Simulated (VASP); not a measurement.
# CuO (C2/c) in VASP: further runs, part 2 of 2

VASP 6.6.1. Earlier steps stand in the parts before.

## (4) Single point, r2SCAN+D4

This run uses another cell than the first one, of 9.73 Å³/atom.

The input, POSCAR:

```
CuO
1.0
    2.3101994985     -1.6881714891      0.0000000000
    2.3101994985      1.6881714891      0.0000000000
   -0.8385391614      0.0000000000      4.9895114286
Cu O
2 2
Direct
    0.5000000000      0.0000000000      0.5000000000
    0.0000000000      0.5000000000      0.0000000000
    0.4184000000      0.5816000000      0.7500000000
    0.5816000000      0.4184000000      0.2500000000
```

The input, INCAR.step1:

```
SYSTEM = CuO
ALGO = Normal ; EDIFF = 1E-4
ENCUT = 520 ; GGA = PE
ISMEAR = -1 ; LASPH = .TRUE.
LCHARG = .FALSE. ; LREAL = .FALSE.
LWAVE = .TRUE. ; NBANDS = 25
NELM = 80 ; PREC = Accurate
SIGMA = 0.05
```

The input, INCAR.step2:

```
SYSTEM = CuO
ALGO = Normal ; EDIFF = 1E-7
ENCUT = 520 ; ISIF = 2
ISMEAR = -1 ; ISTART = 1
IVDW = 13 ; LASPH = .TRUE.
LCHARG = .TRUE. ; LELF = .TRUE.
LMIXTAU = .TRUE. ; LREAL = .FALSE.
LVHAR = .TRUE. ; LWAVE = .FALSE.
METAGGA = R2SCAN ; NBANDS = 25
NELM = 80 ; PREC = Accurate
SIGMA = 0.05 ; VDW_A1 = 0.51559235
VDW_A2 = 5.77342911 ; VDW_S6 = 1.0
VDW_S8 = 0.6018749
```

The input, KPOINTS:

```
k-points
0
G
  10 10 5
  0 0 0
```

On the command line:

```sh
> cat potpaw_PBE.64/Cu/POTCAR potpaw_PBE.64/O/POTCAR > POTCAR
> cp INCAR.step1 INCAR
> mpirun -np 1 vasp_std > vasp.out
> cp INCAR.step2 INCAR
> mpirun -np 1 vasp_std > vasp.out
```

It took 5.2 min on 1 thread of Intel Xeon Platinum 8488C (Sapphire Rapids), shared host; peak memory 0.25 GiB.

Results (log left out):

| Quantity | Value |
| --- | --- |
| Free energy | -36.8366 eV |
| Pressure | 6.3 GPa |
| Largest force | 0.099 eV/Å |
| Band gap on the k mesh | zero (bands 17 and 18 overlap by 0.59 eV) |
| Dispersion energy per atom | -0.124 eV |

Forces on the atoms (eV/Å):
```
Cu   0.000  0.000  0.000
Cu   0.000  0.000  0.000
O    0.000 -0.099  0.000
O    0.000  0.099  0.000
```

Stress tensor (GPa, compression positive):
```
 6.31  0.00 -1.76
 0.00  5.77  0.00
-1.76  0.00  6.70
```

Levels at points of the mesh, in eV from the Fermi level:
```tsv
k point	band 15	band 16	band 17	band 18	band 19	band 20
(0.00, 0.00, 0.00)	-2.48	-1.97	0.19	1.01	2.21	6.60
(0.50, 0.00, 0.00)	-1.78	-1.66	0.03	0.26	5.29	7.03
(0.50, 0.50, 0.00)	-1.75	-1.47	-0.80	1.15	3.63	7.78
```

Caveat: the cell stands under pressure; the PAW data sets were made with another functional, which shifts forces and pressure a little; semilocal functionals often make such compounds metallic where correlation or magnetic order opens a gap, which also shifts bond lengths. With open d or f shells a metallic result of r2SCAN can be an artefact of self-interaction; +U or a hybrid may open a gap.

## (5) Single point, r2SCAN+D4

This run uses another cell than the first one, of 9.93 Å³/atom.

The input, POSCAR:

```
CuO
1.0
    2.3261324123     -1.6998144190      0.0000000000
    2.3261324123      1.6998144190      0.0000000000
   -0.8443223728      0.0000000000      5.0239229397
Cu O
2 2
Direct
    0.5000000000      0.0000000000      0.5000000000
    0.0000000000      0.5000000000      0.0000000000
    0.4184000000      0.5816000000      0.7500000000
    0.5816000000      0.4184000000      0.2500000000
```

The input, INCAR.step1:

```
ALGO = Normal
EDIFF = 1E-4
ENCUT = 520
GGA = PE
ISMEAR = -1
LASPH = T
LCHARG = F
LREAL = F
LWAVE = T
NBANDS = 25
NELM = 100
PREC = Accurate
SIGMA = 0.05
```

The input, INCAR.step2:

```
ALGO = Normal
EDIFF = 1E-6
ENCUT = 520
ISIF = 2
ISMEAR = -1
ISTART = 1
IVDW = 13
LASPH = T
LCHARG = T
LELF = T
LMIXTAU = T
LREAL = F
LVHAR = T
LWAVE = F
METAGGA = R2SCAN
NBANDS = 25
NELM = 100
PREC = Accurate
SIGMA = 0.05
VDW_A1 = 0.51559235
VDW_A2 = 5.77342911
VDW_S6 = 1.0
VDW_S8 = 0.6018749
```

The input, KPOINTS:

```
k-points
0
Gamma
  10 10 5
```

Potentials or basis: VASP PAW PBE potentials, release 64 (Cu, O).

On the command line:

```sh
> cat potpaw_PBE.64/Cu/POTCAR potpaw_PBE.64/O/POTCAR > POTCAR
> cp INCAR.step1 INCAR
> mpirun -np 1 vasp_std > vasp.out
> cp INCAR.step2 INCAR
> mpirun -np 1 vasp_std > vasp.out
```

OUTCAR:

```text
EDIFF = 1E-6
   ENCUT = 520
   ISIF = 2
   ISMEAR = -1
   ISTART = 1
   IVDW = 13
   LASPH = T
   LREAL = F
   METAGGA = R2SCAN
   NELM = 100
   PREC = Accurate

 ion  position               nearest neighbor table
   1  0.500  0.000  0.500-   3 1.94   4 1.94   4 1.95   3 1.95
   2  0.000  0.500  0.000-   4 1.94   3 1.94   4 1.95   3 1.95
   3  0.418  0.582  0.750-   2 1.94   1 1.94   2 1.95   1 1.95
   4  0.582  0.418  0.250-   1 1.94   2 1.94   2 1.95   1 1.95

  LATTYP: Found a base centered monoclinic cell.
 ALAT       =     4.6522648246
 B/A-ratio  =     0.7307470589
 C/A-ratio  =     1.0950317057
 COS(beta)  =    -0.1657361228

  Lattice vectors:

 A1 = (   2.3261324123,  -1.6998144190,   0.0000000000)
 A2 = (   2.3261324123,   1.6998144190,   0.0000000000)
 A3 = (  -0.8443223728,   0.0000000000,   5.0239229397)

Analysis of symmetry for initial positions (statically):
=====================================================================
 Subroutine PRICEL returns:
 Original cell was already a primitive cell.

 Routine SETGRP: Setting up the symmetry group for a
 base centered monoclinic supercell.

 Subroutine GETGRP returns: Found  4 space group operations
 (whereof  2 operations were pure point group operations)
 out of a pool of  4 trial point group operations.

The static configuration has the point symmetry S_2 .
 The point group associated with its full space group is C_2h.

Analysis of symmetry for dynamics (positions and initial velocities):
=====================================================================
 Subroutine PRICEL returns:
 Original cell was already a primitive cell.

 Routine SETGRP: Setting up the symmetry group for a
 base centered monoclinic supercell.

 Subroutine GETGRP returns: Found  4 space group operations
 (whereof  2 operations were pure point group operations)
 out of a pool of  4 trial point group operations.

[... 122 lines left out ...]
   IALGO  =     38    algorithm
   IMIX   =      4    mixing-type and parameters
     AMIX     =   0.40;   BMIX     =  1.00
     AMIX_MAG =   1.60;   BMIX_MAG =  1.00
  volume/ion in A,a.u.               =       9.93        67.03
  Fermi-wavevector in a.u.,A,eV,Ry     =   1.554288  2.937178 32.869108  2.415811
  Thomas-Fermi vector in A             =   2.658396
   LORBIT       =      0    0 simple, 1 ext, 2 COOP (PROOUT), +10 PAW based schemes
   METAGGA = R2SCAN    functional components
   LHFCALC =     F    Hartree Fock is set to
   AEXX    =    0.0000 exact exchange contribution
   IVDW    =    13    specifies the selected vdW correction
   LEPSILON=     F    determine dielectric tensor
   LRPA    =     F    only Hartree local field effects (RPA)
 non-spin polarized calculation
  energy-cutoff  :      520.00
  volume of cell :       39.73
 maximum number of plane-waves:      1097
 NGX is ok and might be reduce to    24
   NGX = 11   NGY = 11   NGZ = 19

 number of electron      33.9999991 magnetization

 Free energy of the ion-electron system (eV)
  ---------------------------------------------------
  ext. energy  EPLUGINS =         0.00000000
  ---------------------------------------------------
  free energy    TOTEN  =       -36.37064620 eV

  energy without entropy =      -36.35241042  energy(sigma->0) =      -36.36152831

 E-fermi :   5.8185     XC(G=0): -12.7446

 val. band max:        5.8073780576   @ k =   0.5000   0.5000   0.4000
 cond. band min:       5.8245640712   @ k =   0.3000   0.2000   0.4000
 fundamental gap:      0.0171860136
 Fermi energy:         5.8185372250

 k-point     1 :       0.0000    0.0000    0.0000
  band No.  band energies     occupation
      1     -15.4692      2.00000
      2     -14.1311      2.00000
      3      -2.7828      2.00000
      4      -0.1221      2.00000
      5       0.2745      2.00000
      6       2.2429      2.00000
[... 661 lines left out ...]
     24      20.1233      0.00000
     25      21.1156      0.00000

 [... further k-points ...]

------------------------ aborting loop because EDIFF is reached ----------------------------------------

  DFT-D4 for vdW energy calculation

  Edisp (eV):   -0.48767

  FORCE on cell =-STRESS in cart. coord.  units (eV):
  Direction    XX          YY          ZZ          XY          YZ          ZX
  --------------------------------------------------------------------------------------
  -------------------------------------------------------------------------------------
  Total       0.46277     0.62139     0.39049     0.00000     0.00000    -0.29181
  in kB      18.66224    25.05931    15.74736     0.00000     0.00000   -11.76788
  external pressure =       19.82 kB  Pullay stress =        0.00 kB

 VOLUME and BASIS-vectors are now :
 -----------------------------------------------------------------------------
  energy-cutoff  :      520.00
  volume of cell :       39.73
      direct lattice vectors                 reciprocal lattice vectors
     2.326132412 -1.699814419  0.000000000     0.214949071 -0.294149758  0.036124421
     2.326132412  1.699814419  0.000000000     0.214949071  0.294149758  0.036124421
    -0.844322373  0.000000000  5.023922940     0.000000000  0.000000000  0.199047639

 POSITION                                       TOTAL-FORCE (eV/Angst)
 -----------------------------------------------------------------------------------
      0.74091     -0.84991      2.51196         0.000000      0.000000     -0.000000
      1.16307      0.84991      0.00000         0.000000      0.000000     -0.000000
      1.69289      0.27741      3.76794        -0.000000     -0.173369     -0.000000
      2.11505     -0.27741      1.25598         0.000000      0.173369      0.000000
 -----------------------------------------------------------------------------------
    total drift:                                0.000000      0.000000     -0.000000

  FREE ENERGIE OF THE ION-ELECTRON SYSTEM (eV)
  ---------------------------------------------------
  free  energy   TOTEN  =       -36.8583180848 eV

  energy  without entropy=      -36.8400823002  energy(sigma->0) =      -36.84920019
```

OUTCAR.step1:

```text
EDIFF = 1E-4
   ENCUT = 520
   GGA = PE
   ISMEAR = -1
   LASPH = T
[... 904 lines left out ...]
      0.74091     -0.84991      2.51196         0.000000     -0.000000     -0.000000
      1.16307      0.84991      0.00000         0.000000      0.000000     -0.000000
      1.69289      0.27741      3.76794        -0.000000     -0.152057     -0.000000
      2.11505     -0.27741      1.25598         0.000000      0.152057      0.000000
 -----------------------------------------------------------------------------------
    total drift:                                0.000000      0.000000     -0.000000

  FREE ENERGIE OF THE ION-ELECTRON SYSTEM (eV)
  ---------------------------------------------------
  free  energy   TOTEN  =       -19.4877310636 eV

  energy  without entropy=      -19.4687085622  energy(sigma->0) =      -19.47821981
```

It took 5.2 min on 1 thread of Intel Xeon Platinum 8488C (Sapphire Rapids), shared host; peak memory 0.25 GiB.

What came out:

```yaml
Free_energy: -36.8583 eV
Pressure: 2.0 GPa
Largest_force: 0.173 eV/Å
Band_gap_on_the_k_mesh: zero (bands 17 and 18 overlap by 0.59 eV)
Dispersion_energy_per_atom: -0.122 eV
```

Forces on the atoms (eV/Å):
```
Cu   0.000  0.000  0.000
Cu   0.000  0.000  0.000
O    0.000 -0.173  0.000
O    0.000  0.173  0.000
```

Levels at points of the mesh, in eV from the Fermi level:
| k point | band 13 | band 14 | band 15 | band 16 | band 17 | band 18 | band 19 | band 20 | band 21 | band 22 |
| --- | --- | --- | --- | --- | --- | --- | --- | --- | --- | --- |
| (0.00, 0.00, 0.00) | -2.64 | -2.48 | -2.42 | -1.93 | 0.19 | 0.99 | 2.13 | 6.57 | 8.86 | 14.15 |
| (0.50, 0.00, 0.00) | -2.35 | -1.84 | -1.73 | -1.62 | 0.03 | 0.26 | 5.29 | 6.94 | 7.58 | 11.92 |
| (0.50, 0.50, 0.00) | -2.42 | -2.36 | -1.72 | -1.43 | -0.79 | 1.13 | 3.69 | 7.70 | 9.05 | 10.92 |

Caveat: the PAW data sets were made with another functional, which shifts forces and pressure a little; semilocal functionals often make such compounds metallic where correlation or magnetic order opens a gap, which also shifts bond lengths.

## (6) The runs side by side

```csv
task,level,potentials or basis,cell,cutoff (eV),gap on the mesh (eV),pressure (GPa),relaxed volume (Å³/atom),largest force (eV/Å)
relaxation of cell and atoms,LDA,"VASP PAW LDA potentials, release 64 (Cu, O)","relaxed from a = 2.900, b = 2.900, c = 5.129 Å, angles 97.7, 97.7, 72.3°, 4 atoms",600,none,0.1,10.29,0.01
relaxation of cell and atoms,PBE,"VASP PAW PBE potentials, release 64 (Cu, O)","relaxed from a = 2.900, b = 2.900, c = 5.129 Å, angles 97.7, 97.7, 72.3°, 4 atoms",600,none,-0.1,11.20,-
single point,r2SCAN+D4,"VASP PAW PBE potentials, release 64 (Cu, O)","a = 2.861, b = 2.861, c = 5.059 Å, angles 97.7, 97.7, 72.3°, 4 atoms",520,none,6.3,-,0.10
single point,r2SCAN+D4,"VASP PAW PBE potentials, release 64 (Cu, O)","a = 2.881, b = 2.881, c = 5.094 Å, angles 97.7, 97.7, 72.3°, 4 atoms",520,none,2.0,-,0.17
```

Alike in all rows: no spin polarisation; k mesh 10 × 10 × 5; smearing fermi-dirac 0.05 eV.

Caveats: semilocal functionals often make such compounds metallic where correlation or magnetic order opens a gap, which also shifts bond lengths; the PAW data sets were made with another functional, which shifts forces and pressure a little (at least some runs); the cell stands under pressure (at least some runs).

Absolute energies hang on the potentials; compare differences alone.

The gap in the log of VASP goes by the Fermi energy; the results here count the filled bands.